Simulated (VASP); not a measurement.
A run of VASP 6.6.1 is set up as follows.

The input INCAR:

```
SYSTEM = Tl
PREC = Accurate
ENCUT = 520
EDIFF = 1E-7
ISMEAR = -1
SIGMA = 0.1
LREAL = .FALSE.
LASPH = .TRUE.
NELM = 100
ALGO = Normal
ISIF = 2
LWAVE = .FALSE.
LCHARG = .FALSE.
GGA = RE
NBANDS = 12
```

File KPOINTS:

```
regular mesh
0
G
  12 12 12
  0 0 0
```

The input POSCAR:

```
Tl
1.0
   -1.9947737610      1.9947737610      1.9947737610
    1.9947737610     -1.9947737610      1.9947737610
    1.9947737610      1.9947737610     -1.9947737610
Tl
1
Direct
    0.0000000000      0.0000000000      0.0000000000
```

Potentials or basis: VASP PAW PBE potentials, release 64 (Tl_d).

Run with:

```console
$ cat potpaw_PBE.64/Tl_d/POTCAR > POTCAR
$ mpirun -np 1 vasp_std > vasp.out
```

(1) Predict the pressure.

Answers

(1) 0.9 GPa.

Caveat: the PAW data sets were made with another functional, which shifts forces and pressure a little.
